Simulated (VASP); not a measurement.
# Hf4Br (I-43m) in VASP: single point with PBE

Aim: the single point of Hf4Br with PBE.

Everything below comes from runs of VASP 6.6.1. Logs are shortened: lines on timing, memory, paths and dates and some standing lists are left out, and cuts for length are marked.

**1. The cell of the first run**

It takes space group I-43m (No. 217, cubic). The conventional cell has a = 6.702 Å, b = 6.702 Å, c = 6.702 Å, α = 90.00°, β = 90.00°, γ = 90.00°. Within 2.0 Å of Hf (site symmetry 3m) lie 1 Br at 1.47 Å. Within 2.0 Å of Br (site symmetry -43m) lie 4 Hf at 1.47 Å.

**2. Single point, PBE**

INCAR reads:

```
ALGO     = Normal         # electronic algorithm
EDIFF    = 1E-6           # SCF threshold, eV
ENCUT    = 520            # plane-wave cutoff, eV
GGA      = PE             # functional
ISIF     = 2              # what is computed and relaxed
ISMEAR   = 0              # smearing method
LASPH    = True           # aspherical terms in the spheres
LCHARG   = False          # write CHGCAR
LREAL    = False          # projectors in reciprocal space
LWAVE    = False          # write WAVECAR
NBANDS   = 32             # bands
NELM     = 80             # most SCF steps
PREC     = Accurate       # precision mode
SIGMA    = 0.1            # smearing width, eV
```

KPOINTS reads:

```
k-points
0
Gamma
  4 4 4
```

POSCAR reads:

```
Hf4Br
1.0
   -3.3507669000      3.3507669000      3.3507669000
    3.3507669000     -3.3507669000      3.3507669000
    3.3507669000      3.3507669000     -3.3507669000
Hf Br
4 1
Direct
    0.0000000000      0.0000000000      0.7463128600
    0.7463128600      0.0000000000      0.0000000000
    0.0000000000      0.7463128600      0.0000000000
    0.2536871400      0.2536871400      0.2536871400
    0.0000000000      0.0000000000      0.0000000000
```

Potentials or basis: VASP PAW PBE potentials, release 64 (Hf_pv, Br).

The run is started by

```bash
cat potpaw_PBE.64/Hf_pv/POTCAR potpaw_PBE.64/Br/POTCAR > POTCAR
mpirun -np 1 vasp_std > vasp.out
```

OUTCAR:

```text
EDIFF = 1E-6
   ENCUT = 520
   GGA = PE
   ISIF = 2
   ISMEAR = 0
   LASPH = True
   LREAL = False
   NELM = 80
   PREC = Accurate

 ion  position               nearest neighbor table
   1  0.000  0.000  0.746-   5 1.47   2 2.40   3 2.40   4 2.40
   2  0.746  0.000  0.000-   5 1.47   1 2.40   3 2.40   4 2.40
   3  0.000  0.746  0.000-   5 1.47   1 2.40   2 2.40   4 2.40
   4  0.254  0.254  0.254-   5 1.47   1 2.40   3 2.40   2 2.40
   5  0.000  0.000  0.000-   1 1.47   2 1.47   3 1.47   4 1.47

 -----------------------------------------------------------------------------
|                                                                             |
|           W    W    AA    RRRRR   N    N  II  N    N   GGGG   !!!           |
|           W    W   A  A   R    R  NN   N  II  NN   N  G    G  !!!           |
|           W    W  A    A  R    R  N N  N  II  N N  N  G       !!!           |
|           W WW W  AAAAAA  RRRRR   N  N N  II  N  N N  G  GGG   !            |
|           WW  WW  A    A  R   R   N   NN  II  N   NN  G    G                |
|           W    W  A    A  R    R  N    N  II  N    N   GGGG   !!!           |
|                                                                             |
|     The distance between some ions is very small. Please check the          |
|     nearest-neighbor list in the OUTCAR file.                               |
|     I HOPE YOU KNOW WHAT YOU ARE DOING!                                     |
|                                                                             |
 -----------------------------------------------------------------------------

  LATTYP: Found a body centered cubic cell.
 ALAT       =     6.7015338000

  Lattice vectors:

 A1 = (  -3.3507669000,   3.3507669000,   3.3507669000)
 A2 = (   3.3507669000,  -3.3507669000,   3.3507669000)
 A3 = (   3.3507669000,   3.3507669000,  -3.3507669000)

Analysis of symmetry for initial positions (statically):
=====================================================================
 Subroutine PRICEL returns:
 Original cell was already a primitive cell.

 Routine SETGRP: Setting up the symmetry group for a
 body centered cubic supercell.

 Subroutine GETGRP returns: Found 24 space group operations
 (whereof 24 operations were pure point group operations)
 out of a pool of 48 trial point group operations.

The static configuration has the point symmetry T_d .

Analysis of symmetry for dynamics (positions and initial velocities):
=====================================================================
 Subroutine PRICEL returns:
 Original cell was already a primitive cell.

 Routine SETGRP: Setting up the symmetry group for a
 body centered cubic supercell.

 Subroutine GETGRP returns: Found 24 space group operations
 (whereof 24 operations were pure point group operations)
 out of a pool of 48 trial point group operations.

The dynamic configuration has the point symmetry T_d .

 Subroutine INISYM returns: Found 24 space group operations
 (whereof 24 operations are pure point group operations),
 and found     1 'primitive' translations

----------------------------------------------------------------------------------------

                                     Primitive cell

  volume of cell :     150.4848

  direct lattice vectors                    reciprocal lattice vectors
    -3.350766900  3.350766900  3.350766900     0.000000000  0.149219571  0.149219571
     3.350766900 -3.350766900  3.350766900     0.149219571  0.000000000  0.149219571
     3.350766900  3.350766900 -3.350766900     0.149219571  0.149219571  0.000000000

  length of vectors
     5.803698515  5.803698515  5.803698515     0.211028341  0.211028341  0.211028341

  position of ions in fractional coordinates (direct lattice)
     0.000000000  0.000000000  0.746312860
     0.746312860  0.000000000  0.000000000
     0.000000000  0.746312860  0.000000000
     0.253687140  0.253687140  0.253687140
     0.000000000  0.000000000  0.000000000

  ion indices of the primitive-cell ions
   primitive index   ion index
                 1           1
                 2           2
                 3           3
                 4           4
                 5           5

----------------------------------------------------------------------------------------

 KPOINTS: k-points

Automatic generation of k-mesh.
 Grid dimensions read from file:
 generate k-points for:    4    4    4

 Generating k-lattice:

  Cartesian coordinates                     Fractional coordinates (reciprocal lattice)
     0.000000000  0.037304893  0.037304893     0.250000000  0.000000000  0.000000000
     0.037304893  0.000000000  0.037304893     0.000000000  0.250000000  0.000000000
     0.037304893  0.037304893  0.000000000     0.000000000  0.000000000  0.250000000

  Length of vectors
     0.052757085  0.052757085  0.052757085

  Shift w.r.t. Gamma in fractional coordinates (k-lattice)
     0.000000000  0.000000000  0.000000000

 Subroutine IBZKPT returns following result:
 ===========================================

 Found      8 irreducible k-points:

 Following reciprocal coordinates:
            Coordinates               Weight
  0.000000  0.000000  0.000000      1.000000
  0.250000  0.000000  0.000000     12.000000
  0.500000  0.000000  0.000000      6.000000
  0.250000  0.250000  0.000000     24.000000
  0.250000  0.250000  0.250000      2.000000
 -0.250000  0.250000  0.250000      6.000000
  0.500000  0.500000  0.250000     12.000000
  0.500000  0.500000  0.500000      1.000000
   k-points           NKPTS =      8   k-points in BZ     NKDIM =      8   number of bands    NBANDS=     32
   number of dos      NEDOS =    301   number of ions     NIONS =      5
   total plane-waves  NPLWV = 110592
   dimension x,y,z NGX =    48 NGY =   48 NGZ =   48
   dimension x,y,z NGXF=    96 NGYF=   96 NGZF=   96
   ions per type =               4   1
   NGX,Y,Z   is equivalent  to a cutoff of  13.75, 13.75, 13.75 a.u.
   NGXF,Y,Z  is equivalent  to a cutoff of  27.50, 27.50, 27.50 a.u.
 SYSTEM =  unknown system
   PREC   = accura    normal or accurate (medium, high low for compatibility)
   ISTART =      0    job   : 0-new  1-cont  2-samecut
   ICHARG =      2    charge: 1-file 2-atom 10-const
   ISPIN  =      1    spin polarized calculation?
   LNONCOLLINEAR =      F non collinear calculations
   LSORBIT =      F    spin-orbit coupling
   LASPH  =      T    aspherical Exc in radial PAW
   ENCUT  =  520.0 eV  38.22 Ry    6.18 a.u.  10.79 10.79 10.79*2*pi/ulx,y,z
   NELM   =     80;   NELMIN=  2; NELMDL= -5     # of ELM steps
   EDIFF  = 0.1E-05   stopping-criterion for ELM
   LREAL  =      F    real-space projection
   EDIFFG = 0.1E-04   stopping-criterion for IOM
   NSW    =      0    number of steps for IOM
   IBRION =     -1    ionic relax: 0-MD 1-quasi-New 2-CG
   NFREE  =      0    steps in history (QN), initial steepest desc. (CG)
   ISIF   =      2    stress and relaxation
   ISYM   =      2    0-nonsym 1-usesym 2-fastsym
   POTIM  = 0.5000    time-step for ionic-motion
   TEBEG  =    0.0;   TEEND  =   0.0 temperature during run
   PSTRESS=    0.0 pullay stress
   NELECT =      47.0000    total number of electrons
   NUPDOWN=      -1.0000    fix difference up-down
   EMIN   =  10.00;   EMAX   =-10.00  energy-range for DOS
   EFERMI =   0.00;   METHOD = LEGACY
   ISMEAR =     0;   SIGMA  =   0.10  broadening in eV -4-tet -1-fermi 0-gaus
   EFERMI_NEDOS =   21; number of points for ismear=-14 and -15
   IALGO  =     38    algorithm
   IMIX   =      4    mixing-type and parameters
     AMIX     =   0.40;   BMIX     =  1.00
     AMIX_MAG =   1.60;   BMIX_MAG =  1.00
  volume/ion in A,a.u.               =      30.10       203.10
  Fermi-wavevector in a.u.,A,eV,Ry     =   1.110734  2.098982 16.785903  1.233729
  Thomas-Fermi vector in A             =   2.247289
   LORBIT       =      0    0 simple, 1 ext, 2 COOP (PROOUT), +10 PAW based schemes
   GGA     = PE    functional components
   LHFCALC =     F    Hartree Fock is set to
   AEXX    =    0.0000 exact exchange contribution
   IVDW    =     0    specifies the selected vdW correction
   LEPSILON=     F    determine dielectric tensor
   LRPA    =     F    only Hartree local field effects (RPA)
 non-spin polarized calculation
 Gauss-broadening in eV      SIGMA  =   0.10
  energy-cutoff  :      520.00
  volume of cell :      150.48
 maximum number of plane-waves:      4124
 NGX is ok and might be reduce to    48
   NGX = 21   NGY = 21   NGZ = 21

 number of electron      47.0000001 magnetization

 Free energy of the ion-electron system (eV)
  ---------------------------------------------------
  ext. energy  EPLUGINS =         0.00000000
  ---------------------------------------------------
  free energy    TOTEN  =        85.75754127 eV

  energy without entropy =       85.80742887  energy(sigma->0) =       85.78248507

 E-fermi :   1.7345     XC(G=0):  -8.5315

 val. band max:        1.7206914469   @ k =   0.2500   0.2500   0.0000
 cond. band min:       1.7724402496   @ k =   0.5000   0.5000   0.2500
 fundamental gap:      0.0517488027
 Fermi energy:         1.7345466733

 k-point     1 :       0.0000    0.0000    0.0000
  band No.  band energies     occupation
      1     -39.9202      2.00000
      2     -34.3037      2.00000
      3     -34.3037      2.00000
      4     -34.3037      2.00000
      5     -29.0424      2.00000
      6     -29.0424      2.00000
[... 24 lines left out ...]
     31       4.9366      0.00000
     32       6.4570      0.00000

 k-point     2 :       0.2500    0.0000    0.0000
  band No.  band energies     occupation
      1     -39.9200      2.00000
      2     -34.3039      2.00000
      3     -34.3021      2.00000
      4     -34.3003      2.00000
      5     -29.0452      2.00000
      6     -29.0450      2.00000
[... 24 lines left out ...]
     31       5.3975      0.00000
     32       5.9857      0.00000

 k-point     3 :       0.5000    0.0000    0.0000
  band No.  band energies     occupation
      1     -39.9198      2.00000
      2     -34.3041      2.00000
      3     -34.3005      2.00000
      4     -34.2969      2.00000
      5     -29.0480      2.00000
      6     -29.0476      2.00000
[... 24 lines left out ...]
     31       5.2417      0.00000
     32       5.4629      0.00000

 k-point     4 :       0.2500    0.2500    0.0000
  band No.  band energies     occupation
      1     -39.9198      2.00000
      2     -34.3030      2.00000
      3     -34.3005      2.00000
      4     -34.2980      2.00000
      5     -29.0479      2.00000
      6     -29.0477      2.00000
[... 24 lines left out ...]
     31       5.3362      0.00000
     32       5.4547      0.00000

 k-point     5 :       0.2500    0.2500    0.2500
  band No.  band energies     occupation
      1     -39.9198      2.00000
      2     -34.3005      2.00000
      3     -34.3005      2.00000
      4     -34.3005      2.00000
      5     -29.0476      2.00000
      6     -29.0476      2.00000
[... 24 lines left out ...]
     31       4.8425      0.00000
     32       5.2665      0.00000

 k-point     6 :      -0.2500    0.2500    0.2500
  band No.  band energies     occupation
      1     -39.9198      2.00000
      2     -34.3005      2.00000
      3     -34.3005      2.00000
      4     -34.3005      2.00000
      5     -29.0483      2.00000
      6     -29.0479      2.00000
[... 24 lines left out ...]
     31       5.6052      0.00000
     32       5.8011      0.00000

 k-point     7 :       0.5000    0.5000    0.2500
  band No.  band energies     occupation
      1     -39.9196      2.00000
      2     -34.3007      2.00000
      3     -34.2989      2.00000
      4     -34.2971      2.00000
      5     -29.0511      2.00000
      6     -29.0509      2.00000
[... 24 lines left out ...]
     31       5.5189      0.00000
     32       5.5933      0.00000

 k-point     8 :       0.5000    0.5000    0.5000
  band No.  band energies     occupation
      1     -39.9195      2.00000
      2     -34.2973      2.00000
      3     -34.2973      2.00000
      4     -34.2973      2.00000
      5     -29.0541      2.00000
      6     -29.0541      2.00000
[... 24 lines left out ...]
     31       5.5707      0.00000
     32       5.5707      0.00000

------------------------ aborting loop because EDIFF is reached ----------------------------------------

  FORCE on cell =-STRESS in cart. coord.  units (eV):
  Direction    XX          YY          ZZ          XY          YZ          ZX
  --------------------------------------------------------------------------------------
  -------------------------------------------------------------------------------------
  Total      206.0973960    206.0973960    206.0973960     -0.0000000      0.0000000      0.0000000
  in kB     2194.2719210   2194.2719210   2194.2719210     -0.0000000      0.0000000      0.0000000
  external PRESSURE =    2194.2719210 kB  Pullay stress =       0.0000000 kB

 VOLUME and BASIS-vectors are now :
 -----------------------------------------------------------------------------
  energy-cutoff  :      520.00
  volume of cell :      150.48
      direct lattice vectors                 reciprocal lattice vectors
    -3.350766900  3.350766900  3.350766900     0.000000000  0.149219571  0.149219571
     3.350766900 -3.350766900  3.350766900     0.149219571  0.000000000  0.149219571
     3.350766900  3.350766900 -3.350766900     0.149219571  0.149219571  0.000000000

 POSITION                                       TOTAL-FORCE (eV/Angst)
 -----------------------------------------------------------------------------------
      2.50072      2.50072     -2.50072       -62.685344    -62.685344     62.685344
     -2.50072      2.50072      2.50072        62.685344    -62.685344    -62.685344
      2.50072     -2.50072      2.50072       -62.685344     62.685344    -62.685344
      0.85005      0.85005      0.85005        62.685344     62.685344     62.685344
      0.00000      0.00000      0.00000         0.000000     -0.000000     -0.000000
 -----------------------------------------------------------------------------------
    total drift:                               -0.000002     -0.000002     -0.000002

  FREE ENERGIE OF THE ION-ELECTRON SYSTEM (eV)
  ---------------------------------------------------
  free  energy   TOTEN  =        85.7575412671 eV

  energy  without entropy=       85.8074288744  energy(sigma->0) =       85.78248507
```

Run time: 32 s. Hardware: 1 thread of Intel Xeon 6975P-C (Granite Rapids), shared host; peak memory 0.31 GiB.

Results:

* Free energy: 85.7575 eV
* Pressure: 219.4 GPa
* Largest force: 108.574 eV/Å

Forces in eV/Å, atoms in the order of the input:
```
Hf  -62.685 -62.685  62.685
Hf   62.685 -62.685 -62.685
Hf  -62.685  62.685 -62.685
Hf   62.685  62.685  62.685
Br    0.000   0.000   0.000
```

Caveat: spin-orbit coupling is left out, which moves the levels of the heavy elements; an odd number of electrons without spin polarisation forces a metal; a magnetic or distorted state may lie lower.
